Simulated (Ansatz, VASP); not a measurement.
## Two plane-wave programs on ZnS

POSCAR

```
ZnS
1.0
   -0.0134704292      2.6940858334      2.6940858334
    2.6940858334     -0.0134704292      2.6940858334
    2.6940858334      2.6940858334     -0.0134704292
Zn S
1 1
Direct
   -0.0004348165     -0.0004348165     -0.0004348165
    0.2504348165      0.2504348165      0.2504348165
```

The input INCAR.step1:

```
SYSTEM = ZnS
PREC = Accurate
ENCUT = 520
EDIFF = 1E-5
ISMEAR = 0
SIGMA = 0.01
LREAL = .FALSE.
LASPH = .TRUE.
NELM = 100
ALGO = Normal
ISIF = 2
LWAVE = .TRUE.
LCHARG = .FALSE.
NBANDS = 16
GGA = PE
```

Contents of INCAR.step2:

```
SYSTEM = ZnS
PREC = Accurate
ENCUT = 520
EDIFF = 1E-6
ISMEAR = 0
SIGMA = 0.01
LREAL = .FALSE.
LASPH = .TRUE.
NELM = 100
ALGO = Normal
ISIF = 2
LWAVE = .FALSE.
LCHARG = .FALSE.
GGA = PE
LHFCALC = .TRUE.
HFSCREEN = 0.2079
PRECFOCK = Normal
NBANDS = 16
ISTART = 1
```

KPOINTS

```
Automatic mesh
0
G
  6 6 6
  0 0 0
```

Input for Ansatz:

```yaml
crystal:
  lattice:
    - [-0.0134704292, 2.6940858334, 2.6940858334]
    - [2.6940858334, -0.0134704292, 2.6940858334]
    - [2.6940858334, 2.6940858334, -0.0134704292]
  atoms:
    - { symbol: Zn, position: [-0.0004348165, -0.0004348165, -0.0004348165] }
    - { symbol: S, position: [0.2504348165, 0.2504348165, 0.2504348165] }
kpoints:
  mp_grid: { grid: [6, 6, 6] }
  band_path:
    path:
      - [0.0, 0.0, 0.0]
      - [-0.5, -0.5, 0.0]
      - [-0.375, -0.375, 0.25]
      - [-0.375, 0.0, 0.375]
      - [0.0, 0.0, 0.5]
      - [-0.5, -0.25, 0.25]
    npoints: 1
hamiltonian:
  xc: hse06
scf:
  occupations: { method: fixed }
  n_extra_bands: 4
output:
  forces: true
  stress: true
  eigenvalues: true
```

Change from the starting cell: epitaxial_111 strain +0.5%.

Alike in both runs: task single point; functional HSE06; k mesh 6 × 6 × 6; no spin polarisation.

|  | VASP | Ansatz |
| --- | --- | --- |
| version | VASP 6.6.1 | Ansatz 0.2.0 |
| potentials or method | VASP PAW PBE potentials, release 64 (Zn, S) | plane waves, PAW |
| plane-wave cutoff (eV) | 520 | 420 |
| occupations | gaussian, width 0.01 eV | fixed |
| valence electrons in the cell | 18 | 18 |

Ansatz gave:

```
gap on the k mesh at the Fermi level (eV)                     : 3.31
pressure (GPa)                                                : 1.0
traceless stress, the component that is largest in VASP (GPa) : 0.25
```

Problem. Which values does VASP return?

Solution. gap on the k mesh at the Fermi level (eV): 3.30; pressure (GPa): 1.0; traceless stress, the component that is largest in VASP (GPa): 0.25.

Ansatz's warnings: stress exchange threshold loose, stress scf threshold loose.
